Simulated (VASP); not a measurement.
Here is a VASP 6.6.1 calculation.

INCAR

```
ALGO     = Normal         # electronic algorithm
EDIFF    = 1E-6           # SCF threshold, eV
ENCUT    = 520            # plane-wave cutoff, eV
GGA      = CA             # functional
ISIF     = 2              # what is computed and relaxed
ISMEAR   = 0              # smearing method
LASPH    = True           # aspherical terms in the spheres
LCHARG   = False          # write CHGCAR
LREAL    = False          # projectors in reciprocal space
LWAVE    = False          # write WAVECAR
NBANDS   = 16             # bands
NELM     = 60             # most SCF steps
PREC     = Accurate       # precision mode
SIGMA    = 0.05           # smearing width, eV
```

The input KPOINTS:

```
k-points
0
Gamma
  9 9 6
```

File POSCAR:

```
MgO
1.0
    3.3077869865      0.0000000000      0.0000000000
   -1.6538934933      2.8646275606      0.0000000000
    0.0000000000      0.0000000000      4.9828816700
Mg O
2 2
Direct
    0.3333333333      0.6666666667      0.0021597400
    0.6666666667      0.3333333333      0.5021597400
    0.3333333333      0.6666666667      0.4024402600
    0.6666666667      0.3333333333      0.9024402600
```

Potentials or basis: VASP PAW LDA potentials, release 64 (Mg, O).

Run with:

```console
$ cat potpaw_LDA.64/Mg/POTCAR potpaw_LDA.64/O/POTCAR > POTCAR
$ mpirun -np 1 vasp_std > vasp.out
```

**Question.** What does it give for the pressure?

**Answer.** -5.4 GPa.

**Question.** Estimate the band gap on the k mesh.

**Answer.** 3.36 eV, direct.

**Question.** Estimate the largest force.

**Answer.** 0.048 eV/Å.

Forces on the atoms (eV/Å):
```
Mg   0.000  0.000  0.048
Mg   0.000  0.000  0.048
O    0.000  0.000 -0.048
O    0.000  0.000 -0.048
```

A k mesh can miss the band edges. LDA gaps usually lie below the measured ones, often by a third to a half.
